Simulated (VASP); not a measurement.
# Tb4S (Im-3m) in VASP: further runs

The runs below take Tb4S through single point, relaxation of cell and atoms, with PBE.

Everything below comes from runs of VASP 6.6.1. Logs are shortened: lines on timing, memory, paths and dates and some standing lists are left out, and cuts for length are marked.

## (1) The cell of the first run

The structure is cubic, space group Im-3m (No. 229). The conventional cell has a = 6.368 Å, b = 6.368 Å, c = 6.368 Å, α = 90.00°, β = 90.00°, γ = 90.00°. Within 3.6 Å of Tb (site symmetry -3m) lie 2 S at 2.76 Å and 6 Tb at 3.18 Å. Within 3.6 Å of S (site symmetry m-3m) lie 8 Tb at 2.76 Å.

The cell was built from a structure type or drawn by symmetry, and may not be a known phase.

## (2) Single point, PBE

Input file INCAR:

```
PREC = Accurate ; ENCUT = 500
EDIFF = 1E-6 ; ISMEAR = 0
SIGMA = 0.1 ; LREAL = F
LASPH = T ; NELM = 200
ALGO = Normal ; ISIF = 2
LWAVE = F ; LCHARG = T
GGA = PE ; LELF = T
LVHAR = T ; NBANDS = 29
GGA_COMPAT = F ; LMAXMIX = 6
```

Input file KPOINTS:

```
regular mesh
0
Gamma
  4 4 4
```

Input file POSCAR:

```
Tb4S
1.0
   -3.1839995600      3.1839995600      3.1839995600
    3.1839995600     -3.1839995600      3.1839995600
    3.1839995600      3.1839995600     -3.1839995600
Tb S
4 1
Direct
    0.0000000000      0.0000000000      0.5000000000
    0.5000000000      0.0000000000      0.0000000000
    0.0000000000      0.5000000000      0.0000000000
    0.5000000000      0.5000000000      0.5000000000
    0.0000000000      0.0000000000      0.0000000000
```

Potentials or basis: VASP PAW PBE potentials, release 64 (Tb_3, S), 4f in core.

Command:

```console
$ cat potpaw_PBE.64/Tb_3/POTCAR potpaw_PBE.64/S/POTCAR > POTCAR
$ mpirun -np 1 vasp_std > vasp.out
```

OUTCAR:

```text
PREC = Accurate
   ENCUT = 500
   EDIFF = 1E-6
   ISMEAR = 0
   LREAL = F
   LASPH = T
   NELM = 200
   ISIF = 2
   GGA = PE

 ion  position               nearest neighbor table
   1  0.000  0.000  0.500-   5 2.76   5 2.76   4 3.18   2 3.18   3 3.18   3 3.18   2 3.18   4 3.18

   2  0.500  0.000  0.000-   5 2.76   5 2.76   4 3.18   1 3.18   4 3.18   3 3.18   1 3.18   3 3.18

   3  0.000  0.500  0.000-   5 2.76   5 2.76   4 3.18   1 3.18   2 3.18   1 3.18   4 3.18   2 3.18

   4  0.500  0.500  0.500-   5 2.76   5 2.76   3 3.18   1 3.18   2 3.18   3 3.18   1 3.18   2 3.18

   5  0.000  0.000  0.000-   1 2.76   2 2.76   3 2.76   4 2.76   1 2.76   3 2.76   2 2.76   4 2.76

  LATTYP: Found a body centered cubic cell.
 ALAT       =     6.3679991200

  Lattice vectors:

 A1 = (  -3.1839995600,   3.1839995600,   3.1839995600)
 A2 = (   3.1839995600,  -3.1839995600,   3.1839995600)
 A3 = (   3.1839995600,   3.1839995600,  -3.1839995600)

Analysis of symmetry for initial positions (statically):
=====================================================================
 Subroutine PRICEL returns:
 Original cell was already a primitive cell.

 Routine SETGRP: Setting up the symmetry group for a
 body centered cubic supercell.

 Subroutine GETGRP returns: Found 48 space group operations
 (whereof 48 operations were pure point group operations)
 out of a pool of 48 trial point group operations.

The static configuration has the point symmetry O_h .

Analysis of symmetry for dynamics (positions and initial velocities):
=====================================================================
 Subroutine PRICEL returns:
 Original cell was already a primitive cell.

 Routine SETGRP: Setting up the symmetry group for a
 body centered cubic supercell.

 Subroutine GETGRP returns: Found 48 space group operations
 (whereof 48 operations were pure point group operations)
 out of a pool of 48 trial point group operations.

The dynamic configuration has the point symmetry O_h .

 Subroutine INISYM returns: Found 48 space group operations
 (whereof 48 operations are pure point group operations),
 and found     1 'primitive' translations

----------------------------------------------------------------------------------------

                                     Primitive cell

  volume of cell :     129.1157

  direct lattice vectors                    reciprocal lattice vectors
    -3.183999560  3.183999560  3.183999560     0.000000000  0.157035198  0.157035198
     3.183999560 -3.183999560  3.183999560     0.157035198  0.000000000  0.157035198
     3.183999560  3.183999560 -3.183999560     0.157035198  0.157035198  0.000000000

  length of vectors
     5.514849009  5.514849009  5.514849009     0.222081306  0.222081306  0.222081306

  position of ions in fractional coordinates (direct lattice)
     0.000000000  0.000000000  0.500000000
     0.500000000  0.000000000  0.000000000
     0.000000000  0.500000000  0.000000000
     0.500000000  0.500000000  0.500000000
     0.000000000  0.000000000  0.000000000

  ion indices of the primitive-cell ions
   primitive index   ion index
                 1           1
                 2           2
                 3           3
                 4           4
                 5           5

----------------------------------------------------------------------------------------

 KPOINTS: regular mesh

Automatic generation of k-mesh.
 Grid dimensions read from file:
 generate k-points for:    4    4    4

 Generating k-lattice:

  Cartesian coordinates                     Fractional coordinates (reciprocal lattice)
     0.000000000  0.039258799  0.039258799     0.250000000  0.000000000  0.000000000
     0.039258799  0.000000000  0.039258799     0.000000000  0.250000000  0.000000000
     0.039258799  0.039258799  0.000000000     0.000000000  0.000000000  0.250000000

  Length of vectors
     0.055520327  0.055520327  0.055520327

  Shift w.r.t. Gamma in fractional coordinates (k-lattice)
     0.000000000  0.000000000  0.000000000

 Subroutine IBZKPT returns following result:
 ===========================================

 Found      8 irreducible k-points:

 Following reciprocal coordinates:
            Coordinates               Weight
  0.000000  0.000000  0.000000      1.000000
  0.250000  0.000000  0.000000     12.000000
  0.500000  0.000000  0.000000      6.000000
  0.250000  0.250000  0.000000     24.000000
  0.250000  0.250000  0.250000      2.000000
 -0.250000  0.250000  0.250000      6.000000
  0.500000  0.500000  0.250000     12.000000
  0.500000  0.500000  0.500000      1.000000
   k-points           NKPTS =      8   k-points in BZ     NKDIM =      8   number of bands    NBANDS=     29
   number of dos      NEDOS =    301   number of ions     NIONS =      5
   total plane-waves  NPLWV =  64000
   dimension x,y,z NGX =    40 NGY =   40 NGZ =   40
   dimension x,y,z NGXF=    80 NGYF=   80 NGZF=   80
   ions per type =               4   1
   NGX,Y,Z   is equivalent  to a cutoff of  12.06, 12.06, 12.06 a.u.
   NGXF,Y,Z  is equivalent  to a cutoff of  24.12, 24.12, 24.12 a.u.
 SYSTEM =  unknown system
   PREC   = accura    normal or accurate (medium, high low for compatibility)
   ISTART =      0    job   : 0-new  1-cont  2-samecut
   ICHARG =      2    charge: 1-file 2-atom 10-const
   ISPIN  =      1    spin polarized calculation?
   LNONCOLLINEAR =      F non collinear calculations
   LSORBIT =      F    spin-orbit coupling
   LASPH  =      T    aspherical Exc in radial PAW
   ENCUT  =  500.0 eV  36.75 Ry    6.06 a.u.  10.05 10.05 10.05*2*pi/ulx,y,z
   NELM   =    200;   NELMIN=  2; NELMDL= -5     # of ELM steps
   EDIFF  = 0.1E-05   stopping-criterion for ELM
   LREAL  =      F    real-space projection
   EDIFFG = 0.1E-04   stopping-criterion for IOM
   NSW    =      0    number of steps for IOM
   IBRION =     -1    ionic relax: 0-MD 1-quasi-New 2-CG
   NFREE  =      0    steps in history (QN), initial steepest desc. (CG)
   ISIF   =      2    stress and relaxation
   ISYM   =      2    0-nonsym 1-usesym 2-fastsym
   POTIM  = 0.5000    time-step for ionic-motion
   TEBEG  =    0.0;   TEEND  =   0.0 temperature during run
   PSTRESS=    0.0 pullay stress
   NELECT =      42.0000    total number of electrons
   NUPDOWN=      -1.0000    fix difference up-down
   EMIN   =  10.00;   EMAX   =-10.00  energy-range for DOS
   EFERMI =   0.00;   METHOD = LEGACY
   ISMEAR =     0;   SIGMA  =   0.10  broadening in eV -4-tet -1-fermi 0-gaus
   EFERMI_NEDOS =   21; number of points for ismear=-14 and -15
   IALGO  =     38    algorithm
   IMIX   =      4    mixing-type and parameters
     AMIX     =   0.40;   BMIX     =  1.00
     AMIX_MAG =   1.60;   BMIX_MAG =  1.00
  volume/ion in A,a.u.               =      25.82       174.26
  Fermi-wavevector in a.u.,A,eV,Ry     =   1.125896  2.127635 17.247313  1.267642
  Thomas-Fermi vector in A             =   2.262575
   LORBIT       =      0    0 simple, 1 ext, 2 COOP (PROOUT), +10 PAW based schemes
   GGA     = PE    functional components
   LHFCALC =     F    Hartree Fock is set to
   AEXX    =    0.0000 exact exchange contribution
   IVDW    =     0    specifies the selected vdW correction
   LEPSILON=     F    determine dielectric tensor
   LRPA    =     F    only Hartree local field effects (RPA)
 non-spin polarized calculation
 Gauss-broadening in eV      SIGMA  =   0.10
  energy-cutoff  :      500.00
  volume of cell :      129.12
 maximum number of plane-waves:      3352
   NGX = 21   NGY = 21   NGZ = 21

 number of electron      42.0000007 magnetization

 Free energy of the ion-electron system (eV)
  ---------------------------------------------------
  ext. energy  EPLUGINS =         0.00000000
  ---------------------------------------------------
  free energy    TOTEN  =       -23.38357637 eV

  energy without entropy =      -23.34586937  energy(sigma->0) =      -23.36472287

 E-fermi :   4.4630     XC(G=0): -10.3257

 val. band max:        4.4155044761   @ k =   0.2500   0.2500   0.0000
 cond. band min:       4.5042552935   @ k =   0.5000   0.5000   0.2500
 fundamental gap:      0.0887508174
 Fermi energy:         4.4630277026

 k-point     1 :       0.0000    0.0000    0.0000
  band No.  band energies     occupation
      1     -18.7210      2.00000
      2     -18.7210      2.00000
      3     -18.7210      2.00000
      4     -18.5403      2.00000
      5     -18.5403      2.00000
      6     -18.5403      2.00000
[... 21 lines left out ...]
     28       7.8781      0.00000
     29       8.3345      0.00000

 k-point     2 :       0.2500    0.0000    0.0000
  band No.  band energies     occupation
      1     -18.7163      2.00000
      2     -18.6803      2.00000
      3     -18.5486      2.00000
      4     -18.4771      2.00000
      5     -18.4589      2.00000
      6     -18.3838      2.00000
[... 21 lines left out ...]
     28       7.9048      0.00000
     29       8.0127      0.00000

 k-point     3 :       0.5000    0.0000    0.0000
  band No.  band energies     occupation
      1     -18.7201      2.00000
      2     -18.6608      2.00000
      3     -18.2962      2.00000
      4     -18.2179      2.00000
      5     -18.1567      2.00000
      6     -18.1461      2.00000
[... 21 lines left out ...]
     28       6.9681      0.00000
     29       7.0079      0.00000

 k-point     4 :       0.2500    0.2500    0.0000
  band No.  band energies     occupation
      1     -18.7215      2.00000
      2     -18.4761      2.00000
      3     -18.4615      2.00000
      4     -18.4427      2.00000
      5     -18.2100      2.00000
      6     -18.1237      2.00000
[... 21 lines left out ...]
     28       7.0345      0.00000
     29       7.3587      0.00000

 k-point     5 :       0.2500    0.2500    0.2500
  band No.  band energies     occupation
      1     -18.4167      2.00000
      2     -18.2473      2.00000
      3     -18.2473      2.00000
      4     -18.2473      2.00000
      5     -18.0891      2.00000
      6     -18.0891      2.00000
[... 21 lines left out ...]
     28       7.1911      0.00000
     29       7.3168      0.00000

 k-point     6 :      -0.2500    0.2500    0.2500
  band No.  band energies     occupation
      1     -18.9005      2.00000
      2     -18.6207      2.00000
      3     -18.5616      2.00000
      4     -18.5616      2.00000
      5     -18.2592      2.00000
      6     -18.1192      2.00000
[... 21 lines left out ...]
     28       7.1119      0.00000
     29       8.2391      0.00000

 k-point     7 :       0.5000    0.5000    0.2500
  band No.  band energies     occupation
      1     -18.9754      2.00000
      2     -18.6049      2.00000
      3     -18.5339      2.00000
      4     -18.5223      2.00000
      5     -18.3705      2.00000
      6     -18.3489      2.00000
[... 21 lines left out ...]
     28       7.3282      0.00000
     29       8.0162      0.00000

 k-point     8 :       0.5000    0.5000    0.5000
  band No.  band energies     occupation
      1     -19.1419      2.00000
      2     -18.6992      2.00000
      3     -18.6992      2.00000
      4     -18.4678      2.00000
      5     -18.4678      2.00000
      6     -18.4678      2.00000
[... 21 lines left out ...]
     28       7.6127      0.00000
     29       7.6127      0.00000

------------------------ aborting loop because EDIFF is reached ----------------------------------------

  FORCE on cell =-STRESS in cart. coord.  units (eV):
  Direction    XX          YY          ZZ          XY          YZ          ZX
  --------------------------------------------------------------------------------------
  -------------------------------------------------------------------------------------
  Total        5.3255667      5.3255667      5.3255667      0.0000000      0.0000000      0.0000000
  in kB       66.0841677     66.0841677     66.0841677      0.0000000      0.0000000      0.0000000
  external PRESSURE =      66.0841677 kB  Pullay stress =       0.0000000 kB

 VOLUME and BASIS-vectors are now :
 -----------------------------------------------------------------------------
  energy-cutoff  :      500.00
  volume of cell :      129.12
      direct lattice vectors                 reciprocal lattice vectors
    -3.183999560  3.183999560  3.183999560     0.000000000  0.157035198  0.157035198
     3.183999560 -3.183999560  3.183999560     0.157035198  0.000000000  0.157035198
     3.183999560  3.183999560 -3.183999560     0.157035198  0.157035198  0.000000000

 POSITION                                       TOTAL-FORCE (eV/Angst)
 -----------------------------------------------------------------------------------
      1.59200      1.59200     -1.59200         0.000000     -0.000000     -0.000000
     -1.59200      1.59200      1.59200        -0.000000     -0.000000      0.000000
      1.59200     -1.59200      1.59200         0.000000     -0.000000      0.000000
      1.59200      1.59200      1.59200        -0.000000      0.000000     -0.000000
      0.00000      0.00000      0.00000         0.000000      0.000000     -0.000000
 -----------------------------------------------------------------------------------
    total drift:                                0.000000     -0.000000      0.000000

  FREE ENERGIE OF THE ION-ELECTRON SYSTEM (eV)
  ---------------------------------------------------
  free  energy   TOTEN  =       -23.3835763675 eV

  energy  without entropy=      -23.3458693746  energy(sigma->0) =      -23.36472287
```

It took 14 s on 1 thread of Intel Xeon 6975P-C (Granite Rapids), shared host; peak memory 0.24 GiB.

What came out:

```
Free energy            : -23.3836 eV
Pressure               : 6.6 GPa
Band gap on the k mesh : zero (bands 21 and 22 overlap by 0.87 eV)
```

Levels at points of the mesh, in eV from the Fermi level:
```csv
k point,band 17,band 18,band 19,band 20,band 21,band 22,band 23,band 24,band 25,band 26
"(0.00, 0.00, 0.00)",-3.92,-2.48,-2.48,-1.05,-1.05,-0.38,-0.38,-0.38,2.78,2.78
"(0.50, 0.00, 0.00)",-1.69,-1.69,-0.77,-0.36,0.17,0.19,0.85,1.24,1.85,1.94
"(0.50, 0.50, 0.50)",-1.24,-1.24,-1.24,-0.09,-0.09,-0.09,0.44,0.44,1.54,1.54
```

Caveat: the cell stands under pressure; spin-orbit coupling is left out, which moves the levels of the heavy elements; the 4f electrons are frozen in the core, so they carry no moment and show no levels; the run has no spin polarisation, though such a crystal can be magnetic. Spin polarisation is off, so any magnetic state and its effect on volume and gap are missing.

## (3) Single point, PBE

This run uses another cell than the first one, of 28.92 Å³/atom.

Input file INCAR:

```
SYSTEM = Tb4S
PREC = Accurate
ENCUT = 500
EDIFF = 1E-6
ISMEAR = 0
SIGMA = 0.1
LREAL = .FALSE.
LASPH = .TRUE.
NELM = 200
ALGO = Normal
ISIF = 2
LWAVE = .FALSE.
LCHARG = .TRUE.
GGA = PE
LELF = .TRUE.
LVHAR = .TRUE.
NBANDS = 29
GGA_COMPAT = .FALSE.
LMAXMIX = 6
```

Input file KPOINTS:

```
Automatic mesh
0
G
  4 4 4
  0 0 0
```

POSCAR, as its differences from that of step 2:

```diff
@@ -2,5 +2,5 @@
 1.0
-   -3.1839995600      3.1839995600      3.1839995600
-    3.1839995600     -3.1839995600      3.1839995600
-    3.1839995600      3.1839995600     -3.1839995600
+   -3.3063986810      3.3063986810      3.3063986810
+    3.3063986810     -3.3063986810      3.3063986810
+    3.3063986810      3.3063986810     -3.3063986810
 Tb S
```

Potentials or basis: VASP PAW PBE potentials, release 64 (Tb_3, S), 4f in core.

Command:

```console
$ cat potpaw_PBE.64/Tb_3/POTCAR potpaw_PBE.64/S/POTCAR > POTCAR
$ mpirun -np 1 vasp_std > vasp.out
```

It took 18 s on 1 thread of Intel Xeon 6975P-C (Granite Rapids), shared host; peak memory 0.25 GiB.

It converged, with:

| Property | Result |
| --- | --- |
| Free energy | -23.6689 eV |
| Pressure | -0.1 GPa |
| Band gap on the k mesh | zero (bands 21 and 22 overlap by 0.91 eV) |

Levels at points of the mesh, in eV from the Fermi level:
```csv
k point,band 19,band 20,band 21,band 22,band 23,band 24
"(0.00, 0.00, 0.00)",-2.07,-0.85,-0.85,-0.40,-0.40,-0.40
"(0.50, 0.00, 0.00)",-0.64,-0.28,0.17,0.30,0.56,1.09
"(0.50, 0.50, 0.50)",-1.18,-0.01,-0.01,-0.01,0.22,0.22
```

Caveat: spin-orbit coupling is left out, which moves the levels of the heavy elements; the 4f electrons are frozen in the core, so they carry no moment and show no levels; the run has no spin polarisation, though such a crystal can be magnetic. Spin polarisation is off, so any magnetic state and its effect on volume and gap are missing.

[end of part 1 of 2]
